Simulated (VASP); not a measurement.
# AlNi (Pm-3m) in VASP: a series of runs

Runs on AlNi. Level: PBEsol. Tasks: single point, relaxation of cell and atoms.

Everything below comes from runs of VASP 6.6.1. Logs are shortened: lines on timing, memory, paths and dates and some standing lists are left out, and cuts for length are marked.

## 1. The cell of the first run

The structure is cubic, space group Pm-3m (No. 221). The conventional cell has a = 2.836 Å, b = 2.836 Å, c = 2.836 Å, α = 90.00°, β = 90.00°, γ = 90.00°. Ni (site symmetry m-3m) has 8 Al at 2.46 Å and 6 Ni at 2.84 Å within 3.2 Å. Within 3.2 Å of Al (site symmetry m-3m) lie 8 Ni at 2.46 Å and 6 Al at 2.84 Å.

## 2. Single point, PBEsol, collinear spin, ferromagnetic start

Contents of INCAR:

```
SYSTEM = AlNi
PREC = Accurate
ENCUT = 520
EDIFF = 1E-7
ISMEAR = -1
SIGMA = 0.05
LREAL = .False.
LASPH = .True.
NELM = 150
ALGO = Normal
ISIF = 2
LWAVE = .False.
LCHARG = .False.
ISPIN = 2
MAGMOM = 1 0
LORBIT = 11
LMAXMIX = 4
GGA = PS
NBANDS = 18
```

Contents of KPOINTS:

```
regular mesh
0
Gamma
  9 9 9
  0 0 0
```

Contents of POSCAR:

```
AlNi
1.0
    2.8356129469      0.0000000000      0.0000000000
    0.0000000000      2.8356129469      0.0000000000
    0.0000000000      0.0000000000      2.8356129469
Ni Al
1 1
Direct
    0.5000000000      0.5000000000      0.5000000000
    0.0000000000      0.0000000000      0.0000000000
```

Potentials or basis: VASP PAW PBE potentials, release 64 (Ni, Al).

Command:

```bash
$ cat potpaw_PBE.64/Ni/POTCAR potpaw_PBE.64/Al/POTCAR > POTCAR
$ mpirun -np 1 vasp_std > vasp.out
```

OUTCAR:

```text
SYSTEM = AlNi
   PREC = Accurate
   ENCUT = 520
   EDIFF = 1E-7
   ISMEAR = -1
   LREAL = .False.
   LASPH = .True.
   NELM = 150
   ISIF = 2
   ISPIN = 2
   LORBIT = 11
   GGA = PS

 ion  position               nearest neighbor table
   1  0.500  0.500  0.500-   2 2.46   2 2.46   2 2.46   2 2.46   2 2.46   2 2.46   2 2.46   2 2.46

   2  0.000  0.000  0.000-   1 2.46   1 2.46   1 2.46   1 2.46   1 2.46   1 2.46   1 2.46   1 2.46

  LATTYP: Found a simple cubic cell.
 ALAT       =     2.8356129469

  Lattice vectors:

 A1 = (   2.8356129469,   0.0000000000,   0.0000000000)
 A2 = (   0.0000000000,   2.8356129469,   0.0000000000)
 A3 = (   0.0000000000,   0.0000000000,   2.8356129469)

Analysis of symmetry for initial positions (statically):
=====================================================================
 Subroutine PRICEL returns:
 Original cell was already a primitive cell.

 Routine SETGRP: Setting up the symmetry group for a
 simple cubic supercell.

 Subroutine GETGRP returns: Found 48 space group operations
 (whereof 48 operations were pure point group operations)
 out of a pool of 48 trial point group operations.

The static configuration has the point symmetry O_h .

Analysis of symmetry for dynamics (positions and initial velocities):
=====================================================================
 Subroutine PRICEL returns:
 Original cell was already a primitive cell.

 Routine SETGRP: Setting up the symmetry group for a
 simple cubic supercell.

 Subroutine GETGRP returns: Found 48 space group operations
 (whereof 48 operations were pure point group operations)
 out of a pool of 48 trial point group operations.

The dynamic configuration has the point symmetry O_h .

Analysis of structural, dynamic, and magnetic symmetry:
=====================================================================
 Subroutine PRICEL returns:
 Original cell was already a primitive cell.

 Routine SETGRP: Setting up the symmetry group for a
 simple cubic supercell.

 Subroutine GETGRP returns: Found 48 space group operations
 (whereof 48 operations were pure point group operations)
 out of a pool of 48 trial point group operations.

The overall configuration has the point symmetry O_h .

 Subroutine INISYM returns: Found 48 space group operations
 (whereof 48 operations are pure point group operations),
 and found     1 'primitive' translations

----------------------------------------------------------------------------------------

                                     Primitive cell

  volume of cell :      22.8003

[... 107 lines left out ...]
     AMIX     =   0.40;   BMIX     =  1.00
     AMIX_MAG =   1.60;   BMIX_MAG =  1.00
  volume/ion in A,a.u.               =      11.40        76.93
  Fermi-wavevector in a.u.,A,eV,Ry     =   1.357508  2.565318 25.073189  1.842827
  Thomas-Fermi vector in A             =   2.484420
   LORBIT       =     11    0 simple, 1 ext, 2 COOP (PROOUT), +10 PAW based schemes
   GGA     = PS    functional components
   LHFCALC =     F    Hartree Fock is set to
   AEXX    =    0.0000 exact exchange contribution
   IVDW    =     0    specifies the selected vdW correction
   LEPSILON=     F    determine dielectric tensor
   LRPA    =     F    only Hartree local field effects (RPA)
 spin polarized calculation
  energy-cutoff  :      520.00
  volume of cell :       22.80
 maximum number of plane-waves:       630
 NGX is ok and might be reduce to    24
   NGX = 11   NGY = 11   NGZ = 11

 number of electron      12.9999996 magnetization       0.0000904

 number of electron      12.9999996 magnetization      -0.0000440

 Free energy of the ion-electron system (eV)
  ---------------------------------------------------
  ext. energy  EPLUGINS =         0.00000000
  ---------------------------------------------------
  free energy    TOTEN  =       -11.57555997 eV

  energy without entropy =      -11.56945467  energy(sigma->0) =      -11.57250732

 E-fermi :  10.5556     XC(G=0): -12.3999

 val. band max:       10.4907407678   @ k =   0.3333   0.1111   0.0000
 cond. band min:      10.6114476821   @ k =   0.3333   0.1111   0.1111
 fundamental gap:      0.1207069144
 Fermi energy:        10.5556203512

 spin component 1

 k-point     1 :       0.0000    0.0000    0.0000
  band No.  band energies     occupation
      1      -0.9460      1.00000
      2       7.0546      1.00000
      3       7.0546      1.00000
      4       8.8836      1.00000
      5       8.8836      1.00000
      6       8.8836      1.00000
[... 493 lines left out ...]
     17      33.7203      0.00000
     18      37.7520      0.00000

 [... further k-points ...]

 spin component 2

 k-point     1 :       0.0000    0.0000    0.0000
  band No.  band energies     occupation
      1      -0.9459      1.00000
      2       7.0546      1.00000
      3       7.0546      1.00000
      4       8.8837      1.00000
      5       8.8837      1.00000
      6       8.8837      1.00000
[... 493 lines left out ...]
     17      33.7203      0.00000
     18      37.7520      0.00000

 [... further k-points ...]
[... 5 lines left out ...]
  --------------------------------------------------------------------------------------
  -------------------------------------------------------------------------------------
  Total        0.7362118      0.7362118      0.7362118      0.0000000     -0.0000000      0.0000000
  in kB       51.7335786     51.7335786     51.7335786      0.0000000     -0.0000000      0.0000000
  external PRESSURE =      51.7335786 kB  Pullay stress =       0.0000000 kB

 VOLUME and BASIS-vectors are now :
 -----------------------------------------------------------------------------
  energy-cutoff  :      520.00
  volume of cell :       22.80
      direct lattice vectors                 reciprocal lattice vectors
     2.835612947  0.000000000  0.000000000     0.352657439  0.000000000  0.000000000
     0.000000000  2.835612947  0.000000000     0.000000000  0.352657439  0.000000000
     0.000000000  0.000000000  2.835612947     0.000000000  0.000000000  0.352657439

 POSITION                                       TOTAL-FORCE (eV/Angst)
 -----------------------------------------------------------------------------------
      1.41781      1.41781      1.41781         0.000000      0.000000      0.000000
      0.00000      0.00000      0.00000         0.000000      0.000000      0.000000
 -----------------------------------------------------------------------------------
    total drift:                                0.000000      0.000000     -0.000000

  FREE ENERGIE OF THE ION-ELECTRON SYSTEM (eV)
  ---------------------------------------------------
  free  energy   TOTEN  =       -11.5755599708 eV

  energy  without entropy=      -11.5694546686  energy(sigma->0) =      -11.57250732

 total charge

# of ion       s       p       d       tot
------------------------------------------
    1        0.500   0.565   8.499   9.564
    2        0.388   0.434   0.000   0.821
--------------------------------------------------
tot          0.888   0.999   8.499  10.385

 magnetization (x)

# of ion       s       p       d       tot
------------------------------------------
    1        0.000   0.000   0.000   0.000
    2       -0.000   0.000   0.000  -0.000
--------------------------------------------------
tot          0.000   0.000   0.000   0.000
```

OSZICAR:

```text
N       E                     dE             d eps       ncg     rms          rms(c)
DAV:   1     0.451609947631E+02    0.45161E+02   -0.51981E+03  2576   0.803E+02
DAV:   2    -0.103963813093E+02   -0.55557E+02   -0.48939E+02  2778   0.164E+02
DAV:   3    -0.131756949027E+02   -0.27793E+01   -0.27254E+01  3028   0.378E+01
DAV:   4    -0.132090658286E+02   -0.33371E-01   -0.33341E-01  2956   0.365E+00
DAV:   5    -0.132097547378E+02   -0.68891E-03   -0.68886E-03  2962   0.574E-01    0.135E+01
DAV:   6    -0.152437886910E+02   -0.20340E+01   -0.44888E+01  2858   0.800E+01    0.166E+01
DAV:   7    -0.116035519975E+02    0.36402E+01   -0.13483E+01  2848   0.466E+01    0.146E+00
DAV:   8    -0.115906038057E+02    0.12948E-01   -0.26471E-01  3280   0.478E+00    0.107E+00
DAV:   9    -0.115752174943E+02    0.15386E-01   -0.37922E-02  3224   0.191E+00    0.545E-01
DAV:  10    -0.115755378598E+02   -0.32037E-03   -0.91927E-04  3500   0.287E-01    0.203E-01
DAV:  11    -0.115754891981E+02    0.48662E-04   -0.14231E-03  3200   0.332E-01    0.993E-02
DAV:  12    -0.115755590921E+02   -0.69894E-04   -0.13369E-04  3446   0.107E-01    0.467E-02
DAV:  13    -0.115755604637E+02   -0.13716E-05   -0.16322E-05  3452   0.363E-02    0.140E-02
DAV:  14    -0.115755600079E+02    0.45587E-06   -0.16206E-06  3288   0.135E-02    0.383E-03
DAV:  15    -0.115755599708E+02    0.37035E-07   -0.31101E-08  1554   0.148E-03
   1 F= -.11575560E+02 E0= -.11572507E+02  d E =-.610530E-02  mag=     0.0000
```

It took 68 s on 1 thread of AMD EPYC 7R13, shared host; peak memory 0.13 GiB.

Results:

* Free energy: -11.5756 eV
* Pressure: 5.2 GPa
* Net moment: 0.00 μB per cell
* Valence electrons inside the program's atomic spheres: Ni 9.56; Al 0.82

Levels at points of the mesh, in eV from the Fermi level:
Spin up:
| k point | band 3 | band 4 | band 5 | band 6 | band 7 | band 8 | band 9 | band 10 |
| --- | --- | --- | --- | --- | --- | --- | --- | --- |
| (0.00, 0.00, 0.00) | -3.50 | -1.67 | -1.67 | -1.67 | 5.68 | 5.68 | 5.68 | 8.28 |
Spin down:
```tsv
k point	band 2	band 3	band 4	band 5	band 6	band 7	band 8	band 9	band 10	band 11
(0.00, 0.00, 0.00)	-3.50	-3.50	-1.67	-1.67	-1.67	5.68	5.68	5.68	8.28	8.28
```

Caveat: the PAW data sets were made with another functional, which shifts forces and pressure a little.

## 3. Single point, PBEsol, collinear spin, ferromagnetic start

This run uses another cell than the first one, of 11.71 Å³/atom, 1.027 times its volume.

Contents of INCAR:

```
SYSTEM = AlNi
  PREC = Accurate
  ENCUT = 520
  EDIFF = 1E-7
  ISMEAR = -1
  SIGMA = 0.05
  LREAL = .False.
  LASPH = .True.
  NELM = 150
  ALGO = Normal
  ISIF = 2
  LWAVE = .False.
  LCHARG = .False.
  ISPIN = 2
  MAGMOM = 1 0
  LORBIT = 11
  LMAXMIX = 4
  GGA = PS
  NBANDS = 18
```

Contents of KPOINTS:

```
Automatic mesh
0
Gamma
  9 9 9
  0 0 0
```

Contents of POSCAR:

```
AlNi
1.0
    2.8611493305      0.0000000000      0.0000000000
    0.0000000000      2.8611493305      0.0000000000
    0.0000000000      0.0000000000      2.8611493305
Ni Al
1 1
Direct
    0.5000000000      0.5000000000      0.5000000000
    0.0000000000      0.0000000000      0.0000000000
```

Potentials or basis: VASP PAW PBE potentials, release 64 (Ni, Al).

Command:

```bash
$ cat potpaw_PBE.64/Ni/POTCAR potpaw_PBE.64/Al/POTCAR > POTCAR
$ mpirun -np 1 vasp_std > vasp.out
```

OUTCAR:

```text
SYSTEM = AlNi
   PREC = Accurate
   ENCUT = 520
   EDIFF = 1E-7
   ISMEAR = -1
   LREAL = .False.
   LASPH = .True.
   NELM = 150
   ISIF = 2
   ISPIN = 2
   LORBIT = 11
   GGA = PS

 ion  position               nearest neighbor table
   1  0.500  0.500  0.500-   2 2.48   2 2.48   2 2.48   2 2.48   2 2.48   2 2.48   2 2.48   2 2.48

   2  0.000  0.000  0.000-   1 2.48   1 2.48   1 2.48   1 2.48   1 2.48   1 2.48   1 2.48   1 2.48

  LATTYP: Found a simple cubic cell.
 ALAT       =     2.8611493305

  Lattice vectors:

 A1 = (   2.8611493305,   0.0000000000,   0.0000000000)
[... 1225 lines left out ...]

 VOLUME and BASIS-vectors are now :
 -----------------------------------------------------------------------------
  energy-cutoff  :      520.00
  volume of cell :       23.42
      direct lattice vectors                 reciprocal lattice vectors
     2.861149330  0.000000000  0.000000000     0.349509894  0.000000000  0.000000000
     0.000000000  2.861149330  0.000000000     0.000000000  0.349509894  0.000000000
     0.000000000  0.000000000  2.861149330     0.000000000  0.000000000  0.349509894

 POSITION                                       TOTAL-FORCE (eV/Angst)
 -----------------------------------------------------------------------------------
      1.43057      1.43057      1.43057         0.000000      0.000000      0.000000
      0.00000      0.00000      0.00000         0.000000      0.000000      0.000000
 -----------------------------------------------------------------------------------
    total drift:                                0.000000      0.000000     -0.000000

  FREE ENERGIE OF THE ION-ELECTRON SYSTEM (eV)
  ---------------------------------------------------
  free  energy   TOTEN  =       -11.5859082210 eV

  energy  without entropy=      -11.5795548555  energy(sigma->0) =      -11.58273154

 total charge

# of ion       s       p       d       tot
------------------------------------------
    1        0.489   0.540   8.484   9.514
    2        0.385   0.421   0.000   0.806
--------------------------------------------------
tot          0.873   0.962   8.484  10.319

 magnetization (x)

# of ion       s       p       d       tot
------------------------------------------
    1        0.000   0.000   0.000   0.000
    2       -0.000   0.000   0.000  -0.000
--------------------------------------------------
tot          0.000   0.000   0.000   0.000
```

OSZICAR:

```text
N       E                     dE             d eps       ncg     rms          rms(c)
DAV:   1     0.451689287600E+02    0.45169E+02   -0.53664E+03  2616   0.803E+02
DAV:   2    -0.105368493208E+02   -0.55706E+02   -0.49247E+02  2804   0.164E+02
DAV:   3    -0.131601925561E+02   -0.26233E+01   -0.25786E+01  2982   0.365E+01
DAV:   4    -0.131933004711E+02   -0.33108E-01   -0.33081E-01  3020   0.368E+00
DAV:   5    -0.131940432606E+02   -0.74279E-03   -0.74272E-03  2914   0.595E-01    0.133E+01
DAV:   6    -0.153946633053E+02   -0.22006E+01   -0.46157E+01  2820   0.801E+01    0.171E+01
DAV:   7    -0.116161231354E+02    0.37785E+01   -0.13745E+01  2814   0.467E+01    0.152E+00
DAV:   8    -0.116004652013E+02    0.15658E-01   -0.29052E-01  3284   0.502E+00    0.106E+00
DAV:   9    -0.115854747793E+02    0.14990E-01   -0.40065E-02  3144   0.191E+00    0.555E-01
DAV:  10    -0.115858553766E+02   -0.38060E-03   -0.97871E-04  3396   0.296E-01    0.214E-01
DAV:  11    -0.115858203883E+02    0.34988E-04   -0.18578E-03  3206   0.374E-01    0.107E-01
DAV:  12    -0.115859052180E+02   -0.84830E-04   -0.17550E-04  3408   0.120E-01    0.453E-02
DAV:  13    -0.115859087425E+02   -0.35245E-05   -0.15101E-05  3520   0.341E-02    0.150E-02
DAV:  14    -0.115859082580E+02    0.48447E-06   -0.16916E-06  3316   0.142E-02    0.392E-03
DAV:  15    -0.115859082210E+02    0.36986E-07   -0.40289E-08  1552   0.171E-03
   1 F= -.11585908E+02 E0= -.11582732E+02  d E =-.635337E-02  mag=     0.0000
```

stdout:

```text
POSCAR found type information on POSCAR NiAl
 POSCAR found :  2 types and       2 ions
 scaLAPACK will be used
 -----------------------------------------------------------------------------
|                                                                             |
|                                                                             |
|     You enforced a specific xc type in the INCAR file but a different       |
|     I HOPE YOU KNOW WHAT YOU ARE DOING!                                     |
|                                                                             |
 -----------------------------------------------------------------------------

 LDA part: xc-table for (Slater+PW92), standard interpolation
 POSCAR, INCAR and KPOINTS ok, starting setup
 FFT: planning ... GRIDC
 FFT: planning ... GRID_SOFT
 FFT: planning ... GRID
 WAVECAR not read
 entering main loop
```

It took 69 s on 1 thread of AMD EPYC 7R13, shared host; peak memory 0.13 GiB.

Results:

* Free energy: -11.5859 eV
* Pressure: 0.2 GPa
* Net moment: 0.00 μB per cell
* Valence electrons inside the program's atomic spheres: Ni 9.51; Al 0.81

Levels at points of the mesh, in eV from the Fermi level:
Spin up:
| k point | band 4 | band 5 | band 6 | band 7 | band 8 | band 9 |
| --- | --- | --- | --- | --- | --- | --- |
| (0.00, 0.00, 0.00) | -1.61 | -1.61 | -1.61 | 5.58 | 5.58 | 5.58 |
Spin down:
| k point | band 3 | band 4 | band 5 | band 6 | band 7 | band 8 | band 9 | band 10 |
| --- | --- | --- | --- | --- | --- | --- | --- | --- |
| (0.00, 0.00, 0.00) | -3.36 | -1.61 | -1.61 | -1.61 | 5.58 | 5.58 | 5.58 | 8.20 |

Caveat: the PAW data sets were made with another functional, which shifts forces and pressure a little.

(Continued in part 2 of 2.)
